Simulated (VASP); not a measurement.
Here is a VASP 6.6.1 calculation.

Contents of INCAR:

```
  ALGO = Normal
  EDIFF = 1E-6
  ENCUT = 520
  ISIF = 2
  ISMEAR = -1
  LASPH = T
  LCHARG = F
  LREAL = F
  LWAVE = F
  NBANDS = 16
  NELM = 60
  PREC = Accurate
  SIGMA = 0.1
```

Contents of KPOINTS:

```
k-points
0
Gamma
  17 17 17
```

File POSCAR:

```
WC
1.0
    0.0000000000      2.0714207690      2.0714207690
    2.0714207690      0.0000000000      2.0714207690
    2.0714207690      2.0714207690      0.0000000000
W C
1 1
Direct
    0.0000000000      0.0000000000      0.0000000000
    0.5000000000      0.5000000000      0.5000000000
```

Potentials or basis: VASP PAW LDA potentials, release 64 (W_sv, C).

Launch:

```bash
$ cat potpaw_LDA.64/W_sv/POTCAR potpaw_LDA.64/C/POTCAR > POTCAR
$ mpirun -np 1 vasp_std > vasp.out
```

Estimate the band gap on the k mesh.

zero (band 9 reaches 16.45 eV, above the bottom of band 10 at 12.46 eV).

What does it give for the pressure?

71.8 GPa.

Caveat: spin-orbit coupling is left out, which moves the levels of the heavy elements.
